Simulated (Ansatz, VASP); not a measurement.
**Ba2RuN2: VASP beside Ansatz**

```xyz
5
Lattice="-2.0294 2.0294 6.5378 2.0294 -2.0294 6.5378 2.1380 2.1380 -6.5378" Properties=species:S:1:pos:R:3 pbc="T T T"
Ba    0.0000    0.0000    1.8161
Ba    0.0000    0.0000   11.2596
Ru    0.0000    0.0000    6.5378
N     0.0000    0.0000    8.3456
N     0.0000    0.0000    4.7301
```

Change from the starting cell: shear_xy strain +5.2%.

Alike in both runs: task single point; functional PBE; k mesh 8 × 8 × 8; occupations fermi-dirac, width 0.02 eV; no spin polarisation.

|  | VASP | Ansatz |
| --- | --- | --- |
| version | VASP 6.6.1 | Ansatz 0.2.0 |
| potentials or method | VASP PAW PBE potentials, release 64 (Ba_sv, Ru_pv, N) | plane waves, PAW |
| plane-wave cutoff (eV) | 520 | 420 |
| valence electrons in the cell | 44 | 46 |

|  | VASP | Ansatz | Ansatz less VASP |
| --- | --- | --- | --- |
| pressure (GPa) | 1.9 | 1.1 | -0.79 |
| traceless stress, the component that is largest in VASP (GPa) | -2.25 | -1.96 | +0.284 |
| rms of the force components (eV/Å) | 0.052 | 0.082 | +0.0299 |

Atom by atom the forces differ by 0.033 eV/Å (rms over components). VASP's potentials hold 44 valence electrons a cell and Ansatz's 46, so a difference there can come from the potentials and not from the codes.

Spin-orbit coupling is off throughout.
